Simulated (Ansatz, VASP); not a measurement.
# CdPtC6N6 in VASP and in Ansatz

```xyz
14
Lattice="0.0000 5.4737 5.4737 5.4737 0.0000 5.4737 5.4737 5.4737 0.0000" Properties=species:S:1:pos:R:3 pbc="T T T"
Cd    5.4737    5.4737    5.4737
Pt    0.0000    0.0000    0.0000
C     5.4737    5.4737    2.0373
C     5.4737    5.4737    8.9101
C     2.0373    5.4737    5.4737
C     8.9101    5.4737    5.4737
C     5.4737    2.0373    5.4737
C     5.4737    8.9101    5.4737
N     5.4737    5.4737    3.1277
N     5.4737    5.4737    7.8197
N     3.1277    5.4737    5.4737
N     7.8197    5.4737    5.4737
N     5.4737    3.1277    5.4737
N     5.4737    7.8197    5.4737
```

Alike in both runs: task relaxation of the atoms; functional PBE; k mesh 5 × 5 × 5; occupations fermi-dirac, width 0.05 eV; no spin polarisation.

|  | VASP | Ansatz |
| --- | --- | --- |
| version | VASP 6.6.1 | Ansatz 0.2.0 |
| potentials or method | VASP PAW PBE potentials, release 64 (Cd, Pt, C, N) | plane-wave PAW, scalar-relativistic |
| plane-wave cutoff (eV) | 520 | 420 |
| valence electrons in the cell | 76 | 92 |

Ansatz gave:

* gap on the k mesh at the Fermi level, each at its own relaxed structure (eV): 5.38

Which values does VASP return?

gap on the k mesh at the Fermi level, each at its own relaxed structure (eV): 5.36.

VASP's potentials hold 76 valence electrons a cell and Ansatz's 92, so a difference there can come from the potentials and not from the codes. Ansatz's warnings: stress scf threshold loose, xc potential rough in thin density.

Spin-orbit coupling is off throughout. Noted on VASP's run: the standard files for N, O and F lose accuracy on very short bonds.
